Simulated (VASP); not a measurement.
MnO:

```xyz
4
Lattice="3.3717 0.0000 0.0000 -1.6859 2.9200 0.0000 0.0000 0.0000 5.3855" Properties=species:S:1:pos:R:3 pbc="T T T"
Mn    1.6859    0.9733    2.7518
Mn    0.0000    1.9467    0.0590
O     1.6859    0.9733    4.7148
O     0.0000    1.9467    2.0221
```

Base run:

- Program: VASP 6.6.1
- Functional: PBE
- Potentials or basis: VASP PAW PBE potentials, release 64 (Mn_pv, O)
- Cutoff: 520 eV
- k mesh: 9 × 9 × 5
- Occupations: fermi-dirac, width 0.05 eV
- Spin: collinear spin, ferromagnetic start
- Starting moments: [4.0, 4.0, 0.0, 0.0] μB

Its results: band gap on the k mesh zero (filled and empty bands overlap); pressure 6.5 GPa; net moment 9.99 μB per cell; site moments Mn +4.41; O +0.20 μB; largest force 0.663 eV/Å.

Question: The run is repeated on the same cell with these changes: spin from collinear spin, ferromagnetic start to collinear spin, antiferromagnetic start; moments at the start from [4.0, 4.0, 0.0, 0.0] to [4.0, -4.0, 0.0, 0.0]. What comes out?

Answer: Band gap on the k mesh zero (filled and empty bands overlap); pressure 0.0 GPa; net moment 0.00 μB per cell; site moments Mn +4.23, -4.23; O -0.08, +0.08 μB; largest force 0.108 eV/Å.

Caveats: semilocal functionals often make such compounds metallic where correlation or magnetic order opens a gap, which also shifts bond lengths; the stress differs along the axes, from 4 to 12 GPa (at least some runs); the run started ferromagnetic, and an antiferromagnetic order may lie lower in energy (at least some runs).
